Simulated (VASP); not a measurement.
Set up this calculation in VASP 6.6.1, as the native input.

| Item | Value |
| --- | --- |
| Task | single point |
| Functional | PBE |
| Potentials or basis | VASP PAW PBE potentials, release 64 (Cl, Na_pv) |
| Cutoff | 520 eV |
| k mesh | 8 × 8 × 8 |
| Occupations | gaussian, width 0.024 eV |
| Spin | no spin polarisation |
| Dipole correction | no |
| Further INCAR settings | ALGO = Normal; EDIFF = 1e-06; NBANDS = 14 |

The structure of NaCl lies in POSCAR:

```
NaCl
1.0
    3.5021900000      0.0000000000      0.0000000000
    0.0000000000      3.5021900000      0.0000000000
    0.0000000000      0.0000000000      3.5021900000
Cl Na
1 1
Direct
    0.5000000000      0.5000000000      0.5000000000
    0.0000000000      0.0000000000      0.0000000000
```

One way to write it, as run:

INCAR

```
PREC = Accurate ; ENCUT = 520
EDIFF = 1E-6 ; ISMEAR = 0
SIGMA = 0.024 ; LREAL = F
LASPH = T ; NELM = 60
ALGO = Normal ; ISIF = 2
LWAVE = F ; LCHARG = F
GGA = PE ; NBANDS = 14
```

KPOINTS

```
regular mesh
0
Gamma
  8 8 8
```

Potentials or basis: VASP PAW PBE potentials, release 64 (Cl, Na_pv).

Command:

```console
$ cat potpaw_PBE.64/Cl/POTCAR potpaw_PBE.64/Na_pv/POTCAR > POTCAR
$ mpirun -np 1 vasp_std > vasp.out
```

It gave:

* Pressure: 0.1 GPa
* Band gap on the k mesh: 3.98 eV (least direct gap 4.47 eV)

Run time: 30 s on 1 thread of AMD EPYC 7571, on a shared host, peak memory 0.12 GiB.
